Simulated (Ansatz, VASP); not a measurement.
## AlN in VASP and in Ansatz

```
CELL_PARAMETERS angstrom
0.00000 2.03452 2.03452
2.03452 0.00000 2.03452
2.03452 2.03452 0.00000
ATOMIC_POSITIONS crystal
Al 0.50000 0.50000 0.50000
N 0.02212 0.97788 0.02212
```

Change from the starting cell: one atom moved.

Alike in both runs: task single point; functional PBE; k mesh 10 × 10 × 10; occupations gaussian, width 0.02 eV; no spin polarisation.

|  | VASP | Ansatz |
| --- | --- | --- |
| version | VASP 6.6.1 | Ansatz 0.2.0 |
| potentials or method | VASP PAW PBE potentials, release 64 (Al, N), cutoff 520 eV | scalar-relativistic, plane waves, PAW |
| valence electrons in the cell | 8 | 8 |

```csv
,VASP,Ansatz,Ansatz less VASP
gap on the k mesh at the Fermi level (eV),4.40,4.42,+0.023
least direct gap on the mesh (eV),5.39,5.38,-0.011
pressure (GPa),1.3,1.5,+0.27
"traceless stress, the component that is largest in VASP (GPa)",3.11,3.09,-0.021
rms of the force components (eV/Å),0.366,0.367,+0.0003
```

Atom by atom the forces differ by 0.000 eV/Å (rms over components).
